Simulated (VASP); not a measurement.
# Au in VASP: single point with LDA

Aim: the single point of Au with LDA.

All numbers are computed with VASP 6.6.1; they aren't measurements. Logs are shortened: lines on timing, memory, paths and dates and some standing lists are left out, and cuts for length are marked.

### 1 The cell of the first run

The cell holds a slab with vacuum, 5 atoms: a = 2.863 Å, b = 2.863 Å, c = 24.097 Å, α = 90.00°, β = 90.00°, γ = 90.00°.

### 2 Single point, LDA

POSCAR reads:

```
Au
1.0
    2.8626073067      0.0000000000      0.0000000000
    0.0000000000      2.8626073067      0.0000000000
    0.0000000000      0.0000000000     24.0967000000
Au
5
Direct
    0.0000000000      0.0000000000      0.3319961624
    0.5000000000      0.5000000000      0.4159980810
    0.0000000000      0.0000000000      0.5000000000
    0.5000000000      0.5000000000      0.5840019190
    0.0000000000      0.0000000000      0.6680038376
```

INCAR.step1 reads:

```
SYSTEM = Au
ALGO = Normal
DIPOL = 0.5 0.5 0.500
EDIFF = 1E-6
ENCUT = 520
GGA = CA
IDIPOL = 3
ISIF = 2
ISMEAR = -1
LASPH = .True.
LCHARG = .True.
LDIPOL = .True.
LMAXMIX = 4
LREAL = .False.
LWAVE = .False.
NBANDS = 36
NELM = 80
PREC = Accurate
SIGMA = 0.05
```

KPOINTS.step1 reads:

```
k-points
0
Gamma
  11 11 1
  0 0 0
```

INCAR.step2 reads:

```
SYSTEM = Au
ALGO = Normal
DIPOL = 0.5 0.5 0.500
EDIFF = 1E-6
ENCUT = 520
GGA = CA
ICHARG = 11
IDIPOL = 3
ISIF = 2
ISMEAR = -5
LASPH = .True.
LCHARG = .False.
LDIPOL = .True.
LMAXMIX = 4
LORBIT = 10
LREAL = .False.
LWAVE = .False.
NBANDS = 36
NEDOS = 2001
NELM = 80
PREC = Accurate
SIGMA = 0.05
```

KPOINTS.step2 reads:

```
k-points
0
Gamma
  17 17 1
  0 0 0
```

Potentials or basis: VASP PAW LDA potentials, release 64 (Au).

Run with:

```console
$ cat potpaw_LDA.64/Au/POTCAR > POTCAR
$ cp INCAR.step1 INCAR
$ cp KPOINTS.step1 KPOINTS
$ mpirun -np 1 vasp_std > vasp.out
$ cp INCAR.step2 INCAR
$ cp KPOINTS.step2 KPOINTS
$ mpirun -np 1 vasp_std > vasp.out
```

OUTCAR:

```text
SYSTEM = Au
   EDIFF = 1E-6
   ENCUT = 520
   GGA = CA
   ICHARG = 11
   ISIF = 2
   ISMEAR = -5
   LASPH = .True.
   LORBIT = 10
   LREAL = .False.
   NELM = 80
   PREC = Accurate

 ion  position               nearest neighbor table
   1  0.000  0.000  0.332-   2 2.86   2 2.86   2 2.86   2 2.86
   2  0.500  0.500  0.416-   1 2.86   1 2.86   1 2.86   1 2.86   3 2.86   3 2.86   3 2.86   3 2.86

   3  0.000  0.000  0.500-   2 2.86   4 2.86   2 2.86   4 2.86   2 2.86   4 2.86   2 2.86   4 2.86

   4  0.500  0.500  0.584-   5 2.86   5 2.86   5 2.86   5 2.86   3 2.86   3 2.86   3 2.86   3 2.86

   5  0.000  0.000  0.668-   4 2.86   4 2.86   4 2.86   4 2.86

  LATTYP: Found a simple tetragonal cell.
 ALAT       =     2.8626073067
 C/A-ratio  =     8.4177455789

  Lattice vectors:

 A1 = (   2.8626073067,   0.0000000000,   0.0000000000)
 A2 = (   0.0000000000,   2.8626073067,   0.0000000000)
 A3 = (   0.0000000000,   0.0000000000,  24.0967000000)

Analysis of symmetry for initial positions (statically):
=====================================================================
 Subroutine PRICEL returns:
 Original cell was already a primitive cell.

 Routine SETGRP: Setting up the symmetry group for a
 simple tetragonal supercell.

 Subroutine GETGRP returns: Found 16 space group operations
 (whereof 16 operations were pure point group operations)
 out of a pool of 16 trial point group operations.

The static configuration has the point symmetry D_4h.

Analysis of symmetry for dynamics (positions and initial velocities):
=====================================================================
 Subroutine PRICEL returns:
 Original cell was already a primitive cell.

 Routine SETGRP: Setting up the symmetry group for a
 simple tetragonal supercell.

 Subroutine GETGRP returns: Found 16 space group operations
 (whereof 16 operations were pure point group operations)
 out of a pool of 16 trial point group operations.

The dynamic configuration has the point symmetry D_4h.

 Subroutine INISYM returns: Found 16 space group operations
 (whereof 16 operations are pure point group operations),
 and found     1 'primitive' translations

----------------------------------------------------------------------------------------

                                     Primitive cell

  volume of cell :     197.4609

  direct lattice vectors                    reciprocal lattice vectors
     2.862607307  0.000000000  0.000000000     0.349331883  0.000000000  0.000000000
     0.000000000  2.862607307  0.000000000     0.000000000  0.349331883  0.000000000
     0.000000000  0.000000000 24.096700000     0.000000000  0.000000000  0.041499458

  length of vectors
     2.862607307  2.862607307 24.096700000     0.349331883  0.349331883  0.041499458

  position of ions in fractional coordinates (direct lattice)
     0.000000000  0.000000000  0.331996162
     0.500000000  0.500000000  0.415998081
     0.000000000  0.000000000  0.500000000
     0.500000000  0.500000000  0.584001919
     0.000000000  0.000000000  0.668003838

  ion indices of the primitive-cell ions
   primitive index   ion index
                 1           1
                 2           2
                 3           3
                 4           4
                 5           5

----------------------------------------------------------------------------------------

 KPOINTS: k-points

Automatic generation of k-mesh.
 Grid dimensions read from file:
 generate k-points for:   17   17    1

 Generating k-lattice:

  Cartesian coordinates                     Fractional coordinates (reciprocal lattice)
     0.020548934  0.000000000  0.000000000     0.058823529  0.000000000  0.000000000
     0.000000000  0.020548934  0.000000000     0.000000000  0.058823529  0.000000000
     0.000000000  0.000000000  0.041499458     0.000000000  0.000000000  1.000000000

  Length of vectors
     0.020548934  0.020548934  0.041499458

  Shift w.r.t. Gamma in fractional coordinates (k-lattice)
     0.000000000  0.000000000  0.000000000

 TETIRR: Found    415 inequivalent tetrahedra from     1734

 Subroutine IBZKPT returns following result:
 ===========================================

 Found     45 irreducible k-points:

 Following reciprocal coordinates:
            Coordinates               Weight
  0.000000  0.000000  0.000000      1.000000
  0.058824  0.000000  0.000000      4.000000
  0.117647  0.000000  0.000000      4.000000
  0.176471  0.000000  0.000000      4.000000
  0.235294  0.000000  0.000000      4.000000
  0.294118  0.000000  0.000000      4.000000
[... 16 lines left out ...]
  0.411765  0.117647  0.000000      8.000000
  0.470588  0.117647  0.000000      8.000000
 [... further k-points ...]
   k-points           NKPTS =     45   k-points in BZ     NKDIM =     45   number of bands    NBANDS=     36
   number of dos      NEDOS =   2001   number of ions     NIONS =      5
   total plane-waves  NPLWV = 103680
   dimension x,y,z NGX =    24 NGY =   24 NGZ =  180
   dimension x,y,z NGXF=    48 NGYF=   48 NGZF=  360
   ions per type =               5
   NGX,Y,Z   is equivalent  to a cutoff of  13.94, 13.94, 12.42 a.u.
   NGXF,Y,Z  is equivalent  to a cutoff of  27.88, 27.88, 24.84 a.u.
 SYSTEM =  Au
   PREC   = accura    normal or accurate (medium, high low for compatibility)
   ISTART =      0    job   : 0-new  1-cont  2-samecut
   ICHARG =     11    charge: 1-file 2-atom 10-const
   ISPIN  =      1    spin polarized calculation?
   LNONCOLLINEAR =      F non collinear calculations
   LSORBIT =      F    spin-orbit coupling
   LASPH  =      T    aspherical Exc in radial PAW
   ENCUT  =  520.0 eV  38.22 Ry    6.18 a.u.   5.32  5.32 44.80*2*pi/ulx,y,z
   NELM   =     80;   NELMIN=  2; NELMDL=  0     # of ELM steps
   EDIFF  = 0.1E-05   stopping-criterion for ELM
   LREAL  =      F    real-space projection
   EDIFFG = 0.1E-04   stopping-criterion for IOM
   NSW    =      0    number of steps for IOM
   IBRION =     -1    ionic relax: 0-MD 1-quasi-New 2-CG
   NFREE  =      0    steps in history (QN), initial steepest desc. (CG)
   ISIF   =      2    stress and relaxation
   ISYM   =      2    0-nonsym 1-usesym 2-fastsym
   POTIM  = 0.5000    time-step for ionic-motion
   TEBEG  =    0.0;   TEEND  =   0.0 temperature during run
   PSTRESS=    0.0 pullay stress
   NELECT =      55.0000    total number of electrons
   NUPDOWN=      -1.0000    fix difference up-down
   EMIN   =  10.00;   EMAX   =-10.00  energy-range for DOS
   EFERMI =   0.00;   METHOD = LEGACY
   ISMEAR =    -5;   SIGMA  =   0.05  broadening in eV -4-tet -1-fermi 0-gaus
   EFERMI_NEDOS =   21; number of points for ismear=-14 and -15
   IALGO  =     38    algorithm
   IMIX   =      4    mixing-type and parameters
     AMIX     =   0.40;   BMIX     =  1.00
     AMIX_MAG =   1.60;   BMIX_MAG =  1.00
  volume/ion in A,a.u.               =      39.49       266.51
  Fermi-wavevector in a.u.,A,eV,Ry     =   1.069142  2.020385 15.552336  1.143064
  Thomas-Fermi vector in A             =   2.204812
   LORBIT       =     10    0 simple, 1 ext, 2 COOP (PROOUT), +10 PAW based schemes
   GGA     = CA    functional components
   LHFCALC =     F    Hartree Fock is set to
   AEXX    =    0.0000 exact exchange contribution
   IVDW    =     0    specifies the selected vdW correction
   LEPSILON=     F    determine dielectric tensor
   LRPA    =     F    only Hartree local field effects (RPA)
 non-spin polarized calculation
 Fermi weights with tetrahedron method with Bloechl corrections
  energy-cutoff  :      520.00
  volume of cell :      197.46
 maximum number of plane-waves:      5360
 NGX is ok and might be reduce to    24

 number of electron      55.0000008 magnetization

 dipolmoment           0.000000      0.000000      0.000000 electrons x Angstroem

 Free energy of the ion-electron system (eV)
  ---------------------------------------------------
  ext. energy  EPLUGINS =         0.00000000
  ---------------------------------------------------
  free energy    TOTEN  =       -20.85041912 eV

  energy without entropy =      -20.85041912  energy(sigma->0) =      -20.85041912

 E-fermi :   0.8461     XC(G=0):  -6.2864

 val. band max:        0.8318472902   @ k =   0.4706   0.0588   0.0000
 cond. band min:       0.7642479628   @ k =   0.0000   0.0000   0.0000
 fundamental gap:     -0.0675993275
 Fermi energy:         0.8461451323

 k-point     1 :       0.0000    0.0000    0.0000
  band No.  band energies     occupation
      1      -8.8396      2.00000
      2      -7.6563      2.00000
      3      -6.4290      2.00000
      4      -5.9356      2.00000
      5      -5.9125      2.00000
      6      -5.7119      2.00000
[... 28 lines left out ...]
     35       8.5499      0.00000
     36       9.0242      0.00000

 k-point     2 :       0.0588    0.0000    0.0000
  band No.  band energies     occupation
      1      -8.7597      2.00000
      2      -7.5857      2.00000
      3      -6.3687      2.00000
      4      -5.8822      2.00000
      5      -5.8624      2.00000
      6      -5.6517      2.00000
[... 28 lines left out ...]
     35       8.6079      0.00000
     36       8.9788      0.00000
[... 817 lines left out ...]
     35       8.2161      0.00000
     36       8.9798      0.00000

 k-point    24 :       0.4706    0.1176    0.0000
  band No.  band energies     occupation
      1      -6.1559      2.00000
      2      -6.1508      2.00000
      3      -5.5355      2.00000
      4      -5.3509      2.00000
      5      -4.6282      2.00000
      6      -4.4156      2.00000
[... 28 lines left out ...]
     35       7.9884      0.00000
     36       9.0377      0.00000

 [... further k-points ...]

------------------------ aborting loop because EDIFF is reached ----------------------------------------

 vacuum level on the upper side and lower side of the slab       (xc-potential included)        -0.008        -0.008

  FORCE on cell =-STRESS in cart. coord.  units (eV):
  Direction    XX          YY          ZZ          XY          YZ          ZX
  --------------------------------------------------------------------------------------
  -------------------------------------------------------------------------------------
  Total       -3.6442733     -3.6442733     -0.8384950      0.0000000      0.0000000      0.0000000
  in kB      -29.5692564    -29.5692564     -6.8034619      0.0000000      0.0000000      0.0000000
  external PRESSURE =     -21.9806582 kB  Pullay stress =       0.0000000 kB

 VOLUME and BASIS-vectors are now :
 -----------------------------------------------------------------------------
  energy-cutoff  :      520.00
  volume of cell :      197.46
      direct lattice vectors                 reciprocal lattice vectors
     2.862607307  0.000000000  0.000000000     0.349331883  0.000000000  0.000000000
     0.000000000  2.862607307  0.000000000     0.000000000  0.349331883  0.000000000
     0.000000000  0.000000000 24.096700000     0.000000000  0.000000000  0.041499458

 POSITION                                       TOTAL-FORCE (eV/Angst)
 -----------------------------------------------------------------------------------
      0.00000      0.00000      8.00001         0.000000      0.000000      0.187072
      1.43130      1.43130     10.02418         0.000000      0.000000     -0.165798
      0.00000      0.00000     12.04835        -0.000000      0.000000      0.000000
      1.43130      1.43130     14.07252        -0.000000     -0.000000      0.165798
      0.00000      0.00000     16.09669        -0.000000     -0.000000     -0.187072
 -----------------------------------------------------------------------------------
    total drift:                                0.000000      0.000000      0.000000

  FREE ENERGIE OF THE ION-ELECTRON SYSTEM (eV)
  ---------------------------------------------------
  free  energy   TOTEN  =       -20.8504191203 eV

  energy  without entropy=      -20.8504191203  energy(sigma->0) =      -20.85041912

 vacuum level on the upper side and lower side of the slab         6.313         6.313

 total charge

# of ion       s       p       d       tot
------------------------------------------
    1        0.565   0.257   8.774   9.597
    2        0.542   0.370   8.766   9.677
    3        0.543   0.383   8.759   9.685
    4        0.542   0.370   8.766   9.677
    5        0.565   0.257   8.774   9.597
--------------------------------------------------
tot          2.757   1.637  43.840  48.233
```

Run time: 2.8 min. Hardware: 1 thread of Intel Xeon 6975P-C (Granite Rapids), shared host; peak memory 0.35 GiB.

Results:

```yaml
Valence_electrons_inside_the_program's_atomic_spheres: Au 9.60, 9.68, 9.69 (each value once)
```

Caveat: spin-orbit coupling is left out, which moves the levels of the heavy elements.
